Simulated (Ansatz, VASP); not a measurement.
Al: VASP beside Ansatz

File POSCAR:

```
Al
1.0
    2.5858680346      0.0000000000      0.0000000000
   -1.2929340173      2.2394274088      0.0000000000
    0.0000000000      0.0000000000     11.0323947764
Al
4
Direct
    0.0000000000      0.0000000000      0.0000000000
    0.3333333333      0.6666666667      0.2500000000
    0.0000000000      0.0000000000      0.5000000000
    0.6666666667      0.3333333333      0.7500000000
```

The input INCAR.step1:

```
ALGO = Normal ; EDIFF = 1E-4
ENCUT = 520 ; GGA = PE
ISMEAR = 0 ; LASPH = T
LCHARG = F ; LREAL = F
LWAVE = T ; NBANDS = 14
NELM = 60 ; PREC = Accurate
SIGMA = 0.15
```

File INCAR.step2:

```
ALGO = Normal ; EDIFF = 1E-6
ENCUT = 520 ; ISIF = 2
ISMEAR = 0 ; ISTART = 1
LASPH = T ; LCHARG = F
LMIXTAU = T ; LREAL = F
LWAVE = F ; METAGGA = R2SCAN
NBANDS = 14 ; NELM = 60
PREC = Accurate ; SIGMA = 0.15
```

The input KPOINTS:

```
k-points
0
Gamma
  24 24 6
```

Input for Ansatz:

```yaml
crystal:
  lattice:
    - [2.5858680346, 0.0, 0.0]
    - [-1.2929340173, 2.2394274088, 0.0]
    - [0.0, 0.0, 11.0323947764]
  atoms:
    - { symbol: Al, position: [0.0, 0.0, 0.0] }
    - { symbol: Al, position: [0.3333333333, 0.6666666667, 0.25] }
    - { symbol: Al, position: [0.0, 0.0, 0.5] }
    - { symbol: Al, position: [0.6666666667, 0.3333333333, 0.75] }
basis:
  ecutwfc: 500
kpoints:
  mp_grid: { grid: [24, 24, 6] }
hamiltonian:
  xc: r2scan
scf:
  occupations: { method: gaussian, width: 0.15 }
output:
  forces: true
  stress: true
  eigenvalues: true
```

Alike in both runs: task single point; functional r2SCAN; k mesh 24 × 24 × 6; occupations gaussian, width 0.15 eV; no spin polarisation.

|  | VASP | Ansatz |
| --- | --- | --- |
| version | VASP 6.6.1 | Ansatz 0.2.0 |
| potentials or method | VASP PAW PBE potentials, release 64 (Al), cutoff 520 eV | scalar-relativistic, plane waves, PAW |
| valence electrons in the cell | 12 | 12 |

VASP gave:

- gap on the k mesh at the Fermi level (eV): none
- pressure (GPa): 9.2
- traceless stress, the component that is largest in VASP (GPa): -19.13

Question: What did Ansatz give for the same quantities?

Answer: gap on the k mesh at the Fermi level (eV): none; pressure (GPa): 9.5; traceless stress, the component that is largest in VASP (GPa): -19.24.

VASP's potentials were made for PBE, not for r2SCAN. A gap of «none» marks a metal or a gap that the smearing closes.
